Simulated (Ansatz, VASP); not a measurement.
One calculation of Na2Cl, two programs

File INCAR:

```
AGGAC = 1.0
AGGAX = 1.0
ALDAC = 0.0
ALDAX = 1.0
ALGO = Normal
EDIFF = 1E-6
ENCUT = 520
GGA = B5
ISIF = 2
ISMEAR = 1
LASPH = True
LCHARG = False
LREAL = False
LWAVE = False
NBANDS = 18
NELM = 80
PREC = Accurate
SIGMA = 0.1
```

Contents of KPOINTS:

```
k-points
0
Gamma
  8 8 8
```

The input POSCAR:

```
Na2Cl
1.0
    1.9673870000      1.1358720000      6.7290780000
   -1.9673870000      1.1358720000      6.7290780000
    0.0000000000     -2.2717430000      6.7290780000
Na Cl
2 1
Direct
    0.7510740000      0.7510740000      0.7510740000
    0.2489260000      0.2489260000      0.2489260000
    0.0000000000      0.0000000000      0.0000000000
```

Input for Ansatz:

```yaml
crystal:
  lattice:
    - [1.967387, 1.135872, 6.729078]
    - [-1.967387, 1.135872, 6.729078]
    - [0.0, -2.271743, 6.729078]
  atoms:
    - { symbol: Na, position: [0.751074, 0.751074, 0.751074] }
    - { symbol: Na, position: [0.248926, 0.248926, 0.248926] }
    - { symbol: Cl, position: [0.0, 0.0, 0.0] }
basis:
  ecutwfc: 470.0
kpoints:
  mp_grid:
    grid: [8, 8, 8]
    shift: [0.0, 0.0, 0.0]
hamiltonian:
  xc: blyp
scf:
  occupations:
    method: cold
output:
  stress: true
```

Alike in both runs: task single point; functional BLYP; k mesh 8 × 8 × 8; no spin polarisation.

```csv
,VASP,Ansatz
version,VASP 6.6.1,Ansatz 0.2.0
potentials or method,"VASP PAW PBE potentials, release 64 (Na_pv, Cl), cutoff 520 eV","plane waves, PAW"
occupations,"methfessel-paxton of order 1, width 0.1 eV",cold
valence electrons in the cell,21,25
```

Ansatz gave:

| Quantity | Value |
| --- | --- |
| pressure (GPa) | 0.4 |
| traceless stress, the component that is largest in VASP (GPa) | -0.23 |

Problem. Which values does VASP return?

Solution. Pressure (GPa): 0.3; traceless stress, the component that is largest in VASP (GPa): -0.23.

VASP's potentials were made for PBE, not for BLYP. VASP's potentials hold 21 valence electrons a cell and Ansatz's 25, so a difference there can come from the potentials and not from the codes.
